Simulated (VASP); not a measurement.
# Se (P1) in VASP: notebook

Runs on Se. Level: PBEsol. Tasks: single point.

Program: VASP 6.6.1. These are calculated values, not measurements. Logs are shortened: lines on timing, memory, paths and dates and some standing lists are left out, and cuts for length are marked.

### Step 1. The cell of the first run

The typed cell holds 3 atoms: a = 4.367 Å, b = 4.404 Å, c = 4.954 Å, α = 90.41°, β = 91.14°, γ = 120.85°.

### Step 2. Single point, PBEsol (equal xy, yz and zx shear strains of -2 %)

INCAR

```
SYSTEM = Se
ALGO = Normal ; EDIFF = 1E-6
ENCUT = 520 ; GGA = PS
ISIF = 2 ; ISMEAR = -1
LASPH = .True. ; LCHARG = .True.
LELF = .True. ; LREAL = .False.
LVHAR = .True. ; LWAVE = .False.
NBANDS = 16 ; NELM = 60
PREC = Accurate ; SIGMA = 0.03
```

KPOINTS

```
k-points
0
Gamma
  6 6 5
  0 0 0
```

POSCAR

```
Se
1.0
    4.3661999489     -0.0436619995     -0.0436619995
   -2.2209123752      3.8030710735     -0.0159814010
   -0.0495360000     -0.0495360000      4.9536000000
Se
3
Direct
    0.2254000000      0.0000000000      0.3333333333
    0.0000000000      0.2254000000      0.6666666667
    0.7746000000      0.7746000000      0.0000000000
```

Potentials or basis: VASP PAW PBE potentials, release 64 (Se).

Started as:

```
$ cat potpaw_PBE.64/Se/POTCAR > POTCAR
$ mpirun -np 1 vasp_std > vasp.out
```

OUTCAR:

```text
SYSTEM = Se
   EDIFF = 1E-6
   ENCUT = 520
   GGA = PS
   ISIF = 2
   ISMEAR = -1
   LASPH = .True.
   LREAL = .False.
   NELM = 60
   PREC = Accurate

 ion  position               nearest neighbor table
   1  0.225  0.000  0.333-   3 2.33   2 2.39
   2  0.000  0.225  0.667-   1 2.39   3 2.40
   3  0.775  0.775  0.000-   1 2.33   2 2.40

  LATTYP: Found a triclinic cell.
 ALAT       =     4.3288535081
 B/A-ratio  =     1.7320508076
 C/A-ratio  =     2.3417134967
 COS(alpha) =     0.0047532071
 COS(beta)  =     0.4479233061
 COS(gamma) =     0.8609641916

  Lattice vectors:

 A1 = (   2.1452875737,   3.7594090740,  -0.0596434005)
 A2 = (   6.5114875226,   3.7157470745,  -0.1033054000)
 A3 = (  -4.3922887504,   7.6556781470,  -4.9855628020)

Analysis of symmetry for initial positions (statically):
=====================================================================
 Subroutine PRICEL returns:
 Original cell was already a primitive cell.

 Routine SETGRP: Setting up the symmetry group for a
 triclinic supercell.

 Subroutine GETGRP returns: Found  1 space group operations
 (whereof  1 operations were pure point group operations)
 out of a pool of  2 trial point group operations.

The static configuration has the point symmetry C_1 .

Analysis of symmetry for dynamics (positions and initial velocities):
=====================================================================
 Subroutine PRICEL returns:
 Original cell was already a primitive cell.

 Routine SETGRP: Setting up the symmetry group for a
 triclinic supercell.

 Subroutine GETGRP returns: Found  1 space group operations
 (whereof  1 operations were pure point group operations)
 out of a pool of  2 trial point group operations.

The dynamic configuration has the point symmetry C_1 .

 Subroutine INISYM returns: Found  1 space group operations
 (whereof  1 operations are pure point group operations),
 and found     1 'primitive' translations

----------------------------------------------------------------------------------------

                                     Primitive cell

  volume of cell :      81.7575

  direct lattice vectors                    reciprocal lattice vectors
     4.366199949 -0.043661999 -0.043661999     0.230414336  0.134572394  0.003649867
    -2.220912375  3.803071073 -0.015981401     0.002671888  0.264516942  0.002671888
    -0.049536000 -0.049536000  4.953600000     0.002039537  0.002039537  0.201914176

  length of vectors
     4.366636547  4.404095455  4.954095335     0.266859170  0.264543929  0.201934776

  position of ions in fractional coordinates (direct lattice)
     0.225400000  0.000000000  0.333333333
     1.000000000  0.225400000  0.666666667
     0.774600000  0.774600000  0.000000000

  ion indices of the primitive-cell ions
   primitive index   ion index
                 1           1
                 2           2
                 3           3

----------------------------------------------------------------------------------------

 KPOINTS: k-points

Automatic generation of k-mesh.
 Grid dimensions read from file:
 generate k-points for:    6    6    5

 Generating k-lattice:

  Cartesian coordinates                     Fractional coordinates (reciprocal lattice)
     0.038402389  0.022428732  0.000608311     0.166666667  0.000000000  0.000000000
     0.000445315  0.044086157  0.000445315    -0.000000000  0.166666667  0.000000000
     0.000407907  0.000407907  0.040382835     0.000000000  0.000000000  0.200000000

  Length of vectors
     0.044476528  0.044090655  0.040386955

  Shift w.r.t. Gamma in fractional coordinates (k-lattice)
     0.000000000  0.000000000  0.000000000

 Subroutine IBZKPT returns following result:
 ===========================================

 Found     92 irreducible k-points:

 Following reciprocal coordinates:
            Coordinates               Weight
  0.000000  0.000000  0.000000      1.000000
  0.166667 -0.000000  0.000000      2.000000
  0.333333 -0.000000  0.000000      2.000000
  0.500000 -0.000000 -0.000000      1.000000
 -0.000000  0.166667 -0.000000      2.000000
  0.166667  0.166667  0.000000      2.000000
[... 16 lines left out ...]
  0.333333 -0.000000  0.200000      2.000000
  0.500000  0.000000  0.200000      2.000000
 [... further k-points ...]
   k-points           NKPTS =     92   k-points in BZ     NKDIM =     92   number of bands    NBANDS=     16
   number of dos      NEDOS =    301   number of ions     NIONS =      3
   total plane-waves  NPLWV =  46080
   dimension x,y,z NGX =    32 NGY =   36 NGZ =   40
   dimension x,y,z NGXF=    64 NGYF=   72 NGZF=   80
   ions per type =               3
   NGX,Y,Z   is equivalent  to a cutoff of  12.18, 13.59, 13.42 a.u.
   NGXF,Y,Z  is equivalent  to a cutoff of  24.37, 27.18, 26.85 a.u.
 SYSTEM =  Se
   PREC   = accura    normal or accurate (medium, high low for compatibility)
   ISTART =      0    job   : 0-new  1-cont  2-samecut
   ICHARG =      2    charge: 1-file 2-atom 10-const
   ISPIN  =      1    spin polarized calculation?
   LNONCOLLINEAR =      F non collinear calculations
   LSORBIT =      F    spin-orbit coupling
   LASPH  =      T    aspherical Exc in radial PAW
   ENCUT  =  520.0 eV  38.22 Ry    6.18 a.u.   8.12  8.19  9.21*2*pi/ulx,y,z
   NELM   =     60;   NELMIN=  2; NELMDL= -5     # of ELM steps
   EDIFF  = 0.1E-05   stopping-criterion for ELM
   LREAL  =      F    real-space projection
   EDIFFG = 0.1E-04   stopping-criterion for IOM
   NSW    =      0    number of steps for IOM
   IBRION =     -1    ionic relax: 0-MD 1-quasi-New 2-CG
   NFREE  =      0    steps in history (QN), initial steepest desc. (CG)
   ISIF   =      2    stress and relaxation
   ISYM   =      2    0-nonsym 1-usesym 2-fastsym
   POTIM  = 0.5000    time-step for ionic-motion
   TEBEG  =    0.0;   TEEND  =   0.0 temperature during run
   PSTRESS=    0.0 pullay stress
   NELECT =      18.0000    total number of electrons
   NUPDOWN=      -1.0000    fix difference up-down
   EMIN   =  10.00;   EMAX   =-10.00  energy-range for DOS
   EFERMI =   0.00;   METHOD = LEGACY
   ISMEAR =    -1;   SIGMA  =   0.03  broadening in eV -4-tet -1-fermi 0-gaus
   EFERMI_NEDOS =   21; number of points for ismear=-14 and -15
   IALGO  =     38    algorithm
   IMIX   =      4    mixing-type and parameters
     AMIX     =   0.40;   BMIX     =  1.00
     AMIX_MAG =   1.60;   BMIX_MAG =  1.00
  volume/ion in A,a.u.               =      27.25       183.91
  Fermi-wavevector in a.u.,A,eV,Ry     =   0.988530  1.868051 13.295494  0.977191
  Thomas-Fermi vector in A             =   2.120063
   LORBIT       =      0    0 simple, 1 ext, 2 COOP (PROOUT), +10 PAW based schemes
   GGA     = PS    functional components
   LHFCALC =     F    Hartree Fock is set to
   AEXX    =    0.0000 exact exchange contribution
   IVDW    =     0    specifies the selected vdW correction
   LEPSILON=     F    determine dielectric tensor
   LRPA    =     F    only Hartree local field effects (RPA)
 non-spin polarized calculation
  energy-cutoff  :      520.00
  volume of cell :       81.76
 maximum number of plane-waves:      2218
   NGX = 17   NGY = 17   NGZ = 19

 number of electron      18.0000000 magnetization

 Free energy of the ion-electron system (eV)
  ---------------------------------------------------
  ext. energy  EPLUGINS =         0.00000000
  ---------------------------------------------------
  free energy    TOTEN  =       -11.46917269 eV

  energy without entropy =      -11.46917269  energy(sigma->0) =      -11.46917269

 E-fermi :   3.0835     XC(G=0):  -9.0368

 val. band max:        2.5249270623   @ k =   0.5000   0.1667   0.4000
 cond. band min:       3.6278019685   @ k =  -0.0000  -0.0000   0.4000
 fundamental gap:      1.1028749063
 Fermi energy:         3.0835184769

 k-point     1 :       0.0000    0.0000    0.0000
  band No.  band energies     occupation
      1     -13.3121      2.00000
      2      -9.2555      2.00000
      3      -9.0769      2.00000
      4      -1.3227      2.00000
      5      -1.2699      2.00000
      6      -1.1838      2.00000
[... 8 lines left out ...]
     15       8.9954      0.00000
     16      10.8646      0.00000

 k-point     2 :       0.1667   -0.0000    0.0000
  band No.  band energies     occupation
      1     -13.2019      2.00000
      2      -9.2704      2.00000
      3      -9.1530      2.00000
      4      -2.0146      2.00000
      5      -1.6279      2.00000
      6      -1.0264      2.00000
[... 8 lines left out ...]
     15       9.8284      0.00000
     16      10.8339      0.00000

 k-point     3 :       0.3333   -0.0000    0.0000
  band No.  band energies     occupation
      1     -12.9515      2.00000
      2      -9.4140      2.00000
      3      -9.2520      2.00000
      4      -2.5332      2.00000
      5      -2.0437      2.00000
      6      -1.0853      2.00000
[... 8 lines left out ...]
     15      11.0263      0.00000
     16      11.8625      0.00000

 k-point     4 :       0.5000   -0.0000   -0.0000
  band No.  band energies     occupation
      1     -12.8058      2.00000
      2      -9.5619      2.00000
      3      -9.2608      2.00000
      4      -2.6316      2.00000
      5      -2.2143      2.00000
      6      -0.9400      2.00000
[... 8 lines left out ...]
     15      12.0703      0.00000
     16      12.2730      0.00000

 k-point     5 :      -0.0000    0.1667   -0.0000
  band No.  band energies     occupation
      1     -13.2072      2.00000
      2      -9.3372      2.00000
      3      -9.0793      2.00000
      4      -1.9705      2.00000
      5      -1.5967      2.00000
      6      -1.0271      2.00000
[... 8 lines left out ...]
     15       9.7002      0.00000
     16      10.9164      0.00000

 k-point     6 :       0.1667    0.1667    0.0000
  band No.  band energies     occupation
      1     -13.0232      2.00000
      2      -9.4233      2.00000
      3      -9.1636      2.00000
      4      -2.3560      2.00000
      5      -2.1011      2.00000
      6      -0.9023      2.00000
[... 8 lines left out ...]
     15      10.4133      0.00000
     16      11.3243      0.00000

 k-point     7 :       0.3333    0.1667    0.0000
  band No.  band energies     occupation
      1     -12.8151      2.00000
      2      -9.4941      2.00000
      3      -9.3210      2.00000
      4      -2.5512      2.00000
      5      -2.3131      2.00000
      6      -0.8096      2.00000
[... 8 lines left out ...]
     15      11.4593      0.00000
     16      11.9611      0.00000

 k-point     8 :       0.5000    0.1667    0.0000
  band No.  band energies     occupation
      1     -12.8187      2.00000
      2      -9.4866      2.00000
      3      -9.3288      2.00000
      4      -2.5500      2.00000
      5      -2.3155      2.00000
      6      -0.8073      2.00000
[... 8 lines left out ...]
     15      11.4544      0.00000
     16      11.8665      0.00000

 k-point     9 :      -0.3333    0.1667    0.0000
  band No.  band energies     occupation
      1     -13.0292      2.00000
      2      -9.4214      2.00000
      3      -9.1677      2.00000
      4      -2.3671      2.00000
      5      -2.0953      2.00000
      6      -0.8785      2.00000
[... 8 lines left out ...]
     15      10.4030      0.00000
     16      11.3255      0.00000
[... 172 lines left out ...]
 k-point    19 :       0.3333    0.5000   -0.0000
  band No.  band energies     occupation
      1     -12.8450      2.00000
      2      -9.6378      2.00000
      3      -9.1441      2.00000
      4      -2.5439      2.00000
      5      -2.2424      2.00000
      6      -0.7336      2.00000
[... 8 lines left out ...]
     15      11.4364      0.00000
     16      12.0573      0.00000

 k-point    20 :       0.5000    0.5000   -0.0000
  band No.  band energies     occupation
      1     -12.8444      2.00000
      2      -9.7276      2.00000
      3      -9.0459      2.00000
      4      -2.6359      2.00000
      5      -2.1274      2.00000
      6      -0.8626      2.00000
[... 8 lines left out ...]
     15      12.0933      0.00000
     16      12.2923      0.00000

 k-point    21 :      -0.0000   -0.0000    0.2000
  band No.  band energies     occupation
      1     -13.1232      2.00000
      2     -10.4869      2.00000
      3      -7.8959      2.00000
      4      -1.7591      2.00000
      5      -1.1174      2.00000
      6      -0.9905      2.00000
[... 8 lines left out ...]
     15       9.5367      0.00000
     16       9.7923      0.00000

 k-point    22 :       0.1667   -0.0000    0.2000
  band No.  band energies     occupation
      1     -13.0061      2.00000
      2     -10.4926      2.00000
      3      -8.0236      2.00000
      4      -2.0988      2.00000
      5      -1.6010      2.00000
      6      -0.9210      2.00000
[... 8 lines left out ...]
     15       9.7378      0.00000
     16      10.0148      0.00000

 k-point    23 :       0.3333   -0.0000    0.2000
  band No.  band energies     occupation
      1     -12.7622      2.00000
      2     -10.4376      2.00000
      3      -8.3910      2.00000
      4      -2.4686      2.00000
      5      -2.1823      2.00000
      6      -0.8643      2.00000
[... 8 lines left out ...]
     15      10.5138      0.00000
     16      10.9984      0.00000

 k-point    24 :       0.5000    0.0000    0.2000
  band No.  band energies     occupation
      1     -12.6326      2.00000
      2     -10.3904      2.00000
      3      -8.5838      2.00000
      4      -2.7016      2.00000
      5      -2.4997      2.00000
      6      -1.1048      2.00000
[... 8 lines left out ...]
     15      11.9036      0.00000
     16      12.1239      0.00000

 [... further k-points ...]
[... 5 lines left out ...]
  --------------------------------------------------------------------------------------
  -------------------------------------------------------------------------------------
  Total        0.2107868     -0.2555437      0.7994899      0.3861757      0.5252296      0.7766589
  in kB        4.1307253     -5.0078130     15.6673650      7.5677697     10.2927677     15.2199520
  external PRESSURE =       4.9300924 kB  Pullay stress =       0.0000000 kB

 VOLUME and BASIS-vectors are now :
 -----------------------------------------------------------------------------
  energy-cutoff  :      520.00
  volume of cell :       81.76
      direct lattice vectors                 reciprocal lattice vectors
     4.366199949 -0.043661999 -0.043661999     0.230414336  0.134572394  0.003649867
    -2.220912375  3.803071073 -0.015981401     0.002671888  0.264516942  0.002671888
    -0.049536000 -0.049536000  4.953600000     0.002039537  0.002039537  0.201914176

 POSITION                                       TOTAL-FORCE (eV/Angst)
 -----------------------------------------------------------------------------------
      0.96763     -0.02635      1.64136         0.446022      0.173850      0.354266
     -0.53362      0.82419      3.29880        -0.073194      0.129573      0.036490
      1.66174      2.91204     -0.04620        -0.372828     -0.303423     -0.390756
 -----------------------------------------------------------------------------------
    total drift:                               -0.000028     -0.000031     -0.000008

  FREE ENERGIE OF THE ION-ELECTRON SYSTEM (eV)
  ---------------------------------------------------
  free  energy   TOTEN  =       -11.4691726918 eV

  energy  without entropy=      -11.4691726914  energy(sigma->0) =      -11.46917269
```

Wall time 3.9 min (1 thread of AMD EPYC 7R43 (Zen 3), shared host); peak memory 0.21 GiB.

Results:

* Free energy: -11.4692 eV
* Pressure: 0.5 GPa
* Largest force: 0.619 eV/Å
* Band gap on the k mesh: 1.10 eV, indirect (least direct gap 1.42 eV)

Forces in eV/Å, atoms in the order of the input:
```
Se   0.446  0.174  0.354
Se  -0.073  0.130  0.036
Se  -0.373 -0.303 -0.391
```

Caveat: the cell differs from its parent crystal (equal xy, yz and zx shear strains of -2 %); the PAW data sets were made with another functional, which shifts forces and pressure a little. A k mesh can miss the band edges.

(Part 1 of 2 ends here.)
